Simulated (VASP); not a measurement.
Set up this calculation in VASP 6.6.1, as the native input.

```
Task                   : single point
Functional             : PBE
Potentials or basis    : VASP PAW PBE potentials, release 64 (Mn_pv, Sb)
Cutoff                 : 520 eV
k mesh                 : 11 × 11 × 11
Occupations            : fermi-dirac, width 0.03 eV
Spin                   : collinear spin, ferromagnetic start
Starting moments       : [4.0, 0.0] μB
Dipole correction      : no
Further INCAR settings : ALGO = Normal; EDIFF = 1e-06; NBANDS = 20
```

The structure of MnSb (rocksalt type) lies in POSCAR:

```
MnSb
1.0
    0.0000000000      2.8224772334      2.8224772334
    2.8224772334      0.0000000000      2.8224772334
    2.8224772334      2.8224772334      0.0000000000
Mn Sb
1 1
Direct
    0.0000000000      0.0000000000      0.0000000000
    0.5000000000      0.5000000000      0.5000000000
```

One way to write it, as run:

INCAR

```
PREC = Accurate ; ENCUT = 520
EDIFF = 1E-6 ; ISMEAR = -1
SIGMA = 0.03 ; LREAL = F
LASPH = T ; NELM = 150
ALGO = Normal ; ISIF = 2
LWAVE = F ; LCHARG = T
ISPIN = 2 ; MAGMOM = 4 0
LORBIT = 11 ; LMAXMIX = 4
GGA = PE ; LELF = T
LVHAR = T ; NBANDS = 20
```

KPOINTS

```
Automatic mesh
0
Gamma
  11 11 11
```

Potentials or basis: VASP PAW PBE potentials, release 64 (Mn_pv, Sb).

Run with:

```bash
$ cat potpaw_PBE.64/Mn_pv/POTCAR potpaw_PBE.64/Sb/POTCAR > POTCAR
$ mpirun -np 1 vasp_std > vasp.out
```

It gave:

- Pressure: -2.1 GPa
- Net moment: 3.86 μB per cell
- Site moments: Mn +3.80; Sb -0.11 μB
- Valence electrons inside the program's atomic spheres: Mn 11.43; Sb 2.46

Caveat: a cell with one magnetic atom can't hold antiferromagnetic order, which such compounds often take.

Run time: 50 s on 1 thread of Intel(R) Xeon(R) 6975P-C (Granite Rapids) (shared host), peak memory 0.24 GiB.
